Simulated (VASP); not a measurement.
# Ga2SnH6 (Fm-3m) in VASP: a series of runs, part 2 of 2

VASP 6.6.1. Earlier steps stand in the parts before.

### 3 Single point, PBE

This run uses another cell than the first one, of 15.18 Å³/atom.

Contents of INCAR:

```
SYSTEM = Ga2SnH6
ALGO = Normal
EDIFF = 1E-6
ENCUT = 520
GGA = PE
ISIF = 2
ISMEAR = 0
LASPH = .True.
LCHARG = .False.
LREAL = .False.
LWAVE = .False.
NBANDS = 33
NELM = 80
PREC = Accurate
SIGMA = 0.1
```

Contents of KPOINTS:

```
k-points
0
Gamma
  4 4 4
  0 0 0
```

Contents of POSCAR:

```
Ga2SnH6
1.0
    0.0000000000      4.0880668500      4.0880668500
    4.0880668500      0.0000000000      4.0880668500
    4.0880668500      4.0880668500      0.0000000000
Ga Sn H
2 1 6
Direct
    0.7500000000      0.7500000000      0.7500000000
    0.2500000000      0.2500000000      0.2500000000
    0.0000000000      0.0000000000      0.0000000000
    0.5000000000      0.0000000000      0.0000000000
    0.0000000000      0.5000000000      0.0000000000
    0.0000000000      0.0000000000      0.5000000000
    0.0000000000      0.5000000000      0.5000000000
    0.5000000000      0.0000000000      0.5000000000
    0.5000000000      0.5000000000      0.0000000000
```

Potentials or basis: VASP PAW PBE potentials, release 64 (Ga_d, Sn_d, H).

On the command line:

```sh
$ cat potpaw_PBE.64/Ga_d/POTCAR potpaw_PBE.64/Sn_d/POTCAR potpaw_PBE.64/H/POTCAR > POTCAR
$ mpirun -np 1 vasp_std > vasp.out
```

OUTCAR:

```text
SYSTEM = Ga2SnH6
   EDIFF = 1E-6
   ENCUT = 520
   GGA = PE
   ISIF = 2
   ISMEAR = 0
   LASPH = .True.
   LREAL = .False.
   NELM = 80
   PREC = Accurate

 ion  position               nearest neighbor table
   1  0.750  0.750  0.750-
   2  0.250  0.250  0.250-
   3  0.000  0.000  0.000-
   4  0.500  0.000  0.000-
   5  0.000  0.500  0.000-
   6  0.000  0.000  0.500-
   7  0.000  0.500  0.500-
   8  0.500  0.000  0.500-
   9  0.500  0.500  0.000-

  LATTYP: Found a face centered cubic cell.
 ALAT       =     8.1761337000

  Lattice vectors:

 A1 = (   0.0000000000,   4.0880668500,   4.0880668500)
 A2 = (   4.0880668500,   0.0000000000,   4.0880668500)
 A3 = (   4.0880668500,   4.0880668500,   0.0000000000)

Analysis of symmetry for initial positions (statically):
=====================================================================
 Subroutine PRICEL returns:
 Original cell was already a primitive cell.
[... 172 lines left out ...]
 fundamental gap:      0.3312049099
 Fermi energy:         2.0178940816

 k-point     1 :       0.0000    0.0000    0.0000
  band No.  band energies     occupation
      1     -20.8046      2.00000
      2     -20.8046      2.00000
      3     -20.8046      2.00000
      4     -20.8039      2.00000
      5     -20.8039      2.00000
      6     -12.9708      2.00000
[... 277 lines left out ...]
     32       8.5789      0.00000
     33       8.5789      0.00000

------------------------ aborting loop because EDIFF is reached ----------------------------------------

  FORCE on cell =-STRESS in cart. coord.  units (eV):
  Direction    XX          YY          ZZ          XY          YZ          ZX
  --------------------------------------------------------------------------------------
  -------------------------------------------------------------------------------------
  Total       -6.8455666     -6.8455666     -6.8455666      0.0000000      0.0000000     -0.0000000
  in kB      -80.2668130    -80.2668130    -80.2668130      0.0000000      0.0000000     -0.0000000
  external PRESSURE =     -80.2668130 kB  Pullay stress =       0.0000000 kB

 VOLUME and BASIS-vectors are now :
 -----------------------------------------------------------------------------
  energy-cutoff  :      520.00
  volume of cell :      136.64
      direct lattice vectors                 reciprocal lattice vectors
     0.000000000  4.088066850  4.088066850    -0.122307198  0.122307198  0.122307198
     4.088066850  0.000000000  4.088066850     0.122307198 -0.122307198  0.122307198
     4.088066850  4.088066850  0.000000000     0.122307198  0.122307198 -0.122307198

 POSITION                                       TOTAL-FORCE (eV/Angst)
 -----------------------------------------------------------------------------------
      6.13210      6.13210      6.13210         0.000000      0.000000      0.000000
      2.04403      2.04403      2.04403        -0.000000     -0.000000     -0.000000
      0.00000      0.00000      0.00000        -0.000000      0.000000     -0.000000
      0.00000      2.04403      2.04403        -0.000000      0.000000     -0.000000
      2.04403      0.00000      2.04403        -0.000000      0.000000     -0.000000
      2.04403      2.04403      0.00000        -0.000000      0.000000     -0.000000
      4.08807      2.04403      2.04403        -0.000000      0.000000     -0.000000
      2.04403      4.08807      2.04403        -0.000000      0.000000     -0.000000
      2.04403      2.04403      4.08807        -0.000000      0.000000     -0.000000
 -----------------------------------------------------------------------------------
    total drift:                               -0.000000     -0.000000      0.000000

  FREE ENERGIE OF THE ION-ELECTRON SYSTEM (eV)
  ---------------------------------------------------
  free  energy   TOTEN  =       -25.4606488076 eV

  energy  without entropy=      -25.4379004387  energy(sigma->0) =      -25.44927462
```

It took 48 s on 1 thread of Intel Xeon 6975P-C (Granite Rapids), shared host; peak memory 0.32 GiB.

Results:

```
Free energy            : -25.4606 eV
Pressure               : -8.0 GPa
Band gap on the k mesh : zero (bands 23 and 24 overlap by 2.21 eV)
```

Levels at points of the mesh, in eV from the Fermi level:
```
           k point  band 21  band 22  band 23  band 24  band 25  band 26
(0.00, 0.00, 0.00)    -4.25    -1.65    -1.65    -0.94    -0.94    -0.94
(0.50, 0.00, 0.00)    -3.38    -3.38    -1.06     0.07     0.87     0.87
(0.50, 0.50, 0.00)    -3.53    -1.42     1.27     1.41     1.62     1.62
```

Caveat: the cell stands under tension; spin-orbit coupling is left out, which moves the levels of the heavy elements.

### 4 Relaxation of cell and atoms, PBE

This run uses another cell than the first one, of 15.18 Å³/atom.

Contents of INCAR:

```
  PREC = Accurate
  ENCUT = 600
  EDIFF = 1E-6
  ISMEAR = 0
  SIGMA = 0.1
  LREAL = F
  LASPH = T
  NELM = 100
  ALGO = Normal
  ISIF = 3
  LWAVE = F
  LCHARG = F
  GGA = PE
  IBRION = 2
  NSW = 90
  EDIFFG = -0.04
```

Contents of KPOINTS:

```
regular mesh
0
Gamma
  4 4 4
```

POSCAR is that of step 3.

On the command line:

```sh
$ cat potpaw_PBE.64/Ga_d/POTCAR potpaw_PBE.64/Sn_d/POTCAR potpaw_PBE.64/H/POTCAR > POTCAR
$ mpirun -np 1 vasp_std > vasp.out
```

Run time: 1.8 min. Hardware: 1 thread of Intel Xeon 6975P-C (Granite Rapids), shared host; peak memory 0.36 GiB.

The run converged. Its results:

* Free energy: -26.3781 eV
* Relaxed volume: 11.84 Å³/atom
* Relaxed cell: a = 5.321 Å, b = 5.321 Å, c = 5.321 Å, α = 60.00°, β = 60.00°, γ = 60.00°
* Space group after relaxing (to 0.1 Å): Fm-3m (No. 225)
* Energy gained by relaxing: 101.8 meV/atom
* Ionic steps: 4
* Pressure after relaxing: 0.1 GPa
* Band gap on the k mesh: zero (bands 23 and 24 overlap by 3.49 eV)

Step by step:
| step | energy change (eV) | largest force (eV/Å) | pressure (GPa) | volume (Å³) |
| --- | --- | --- | --- | --- |
| 1 | 0.0000 | 0.0000 | -7.97 | 136.64 |
| 2 | -0.6213 | 0.0000 | -5.59 | 122.24 |
| 3 | -0.9092 | 0.0000 | -1.04 | 109.05 |
| 4 | -0.9163 | 0.0000 | 0.14 | 106.55 |

Final structure:
```yaml
crystal:
  lattice:
    - [0.00000, 3.76273, 3.76273]
    - [3.76273, 0.00000, 3.76273]
    - [3.76273, 3.76273, 0.00000]
  atoms:
    - { symbol: Ga, position: [0.75000, 0.75000, 0.75000] }
    - { symbol: Ga, position: [0.25000, 0.25000, 0.25000] }
    - { symbol: Sn, position: [0.00000, 0.00000, 0.00000] }
    - { symbol: H, position: [0.50000, 0.00000, 0.00000] }
    - { symbol: H, position: [0.00000, 0.50000, 0.00000] }
    - { symbol: H, position: [0.00000, 0.00000, 0.50000] }
    - { symbol: H, position: [0.00000, 0.50000, 0.50000] }
    - { symbol: H, position: [0.50000, 0.00000, 0.50000] }
    - { symbol: H, position: [0.50000, 0.50000, 0.00000] }
```

Levels at points of the mesh, in eV from the Fermi level:
```csv
k point,band 21,band 22,band 23,band 24,band 25,band 26
"(0.00, 0.00, 0.00)",-4.46,-2.00,-2.00,-1.29,-1.29,-1.29
"(0.50, 0.00, 0.00)",-4.24,-4.24,-1.04,0.56,1.12,1.12
"(0.50, 0.50, 0.00)",-3.79,-1.70,2.20,2.20,2.29,2.32
```

Caveat: the volume moved by over 15 % at a fixed basis, so the end points are rough; spin-orbit coupling is left out, which moves the levels of the heavy elements.

### 5 The runs side by side

```tsv
task	cell	cutoff (eV)	gap on the mesh (eV)	pressure (GPa)
single point	a = 5.326 Å, angles 60.0°, 9 atoms	520	none	-0.1
single point	a = 5.781 Å, angles 60.0°, 9 atoms	520	none	-8.0
relaxation of cell and atoms	relaxed from a = 5.781 Å, angles 60.0°, 9 atoms	600	none	0.1
```

Alike in all rows: level PBE; potentials or basis VASP PAW PBE potentials, release 64 (Ga_d, Sn_d, H); no spin polarisation; k mesh 4 × 4 × 4; smearing gaussian 0.1 eV.

Caveats: some runs use coarse meshes; spin-orbit coupling is left out, which moves the levels of the heavy elements; the cell stands under tension (at least some runs); the volume moved by over 15 % at a fixed basis, so the end points are rough (at least some runs).

Total energies depend on the potentials used, so only differences within one code and one set of settings carry meaning.
